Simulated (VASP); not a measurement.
Set up this calculation in VASP 6.6.1, as the native input.

```yaml
Task: relaxation of cell and atoms
Functional: PBE
Potentials_or_basis: VASP PAW PBE potentials, release 64 (Ta_pv)
Cutoff: 500 eV
k_mesh: 8 × 8 × 8
Occupations: gaussian, width 0.1 eV
Spin: no spin polarisation
Dipole_correction: no
Further_INCAR_settings: ALGO = Normal; EDIFF = 1e-07; IBRION = 2; EDIFFG = -0.05; NSW = 80; ISIF = 3
```

The structure of Ta lies in POSCAR:

```
Ta
1.0
   -1.6923302197      1.6923302197      1.6923302197
    1.6923302197     -1.6923302197      1.6923302197
    1.6923302197      1.6923302197     -1.6923302197
Ta
1
Direct
    0.0000000000      0.0000000000      0.0000000000
```

One way to write it, as run:

INCAR

```
PREC = Accurate
ENCUT = 500
EDIFF = 1E-7
ISMEAR = 0
SIGMA = 0.1
LREAL = False
LASPH = True
NELM = 120
ALGO = Normal
ISIF = 3
LWAVE = False
LCHARG = False
GGA = PE
IBRION = 2
NSW = 80
EDIFFG = -0.05
GGA_COMPAT = False
NELMIN = 4
```

KPOINTS

```
regular mesh
0
Gamma
  8 8 8
```

Potentials or basis: VASP PAW PBE potentials, release 64 (Ta_pv).

Command:

```console
$ cat potpaw_PBE.64/Ta_pv/POTCAR > POTCAR
$ mpirun -np 1 vasp_std > vasp.out
```

It gave:

The relaxed volume is 18.12 Å³/atom and the relaxed cell is a = 2.866 Å, b = 2.866 Å, c = 2.866 Å, α = 109.47°, β = 109.47°, γ = 109.47°. The space group after relaxing (to 0.05 Å) is Im-3m (No. 229) and the energy gained by relaxing is 50.6 meV/atom. The ionic steps are 4 and the pressure after relaxing is -0.1 GPa.

It took 26 s on 1 thread of Intel Xeon 8259CL, on a shared host, peak memory 0.15 GiB.
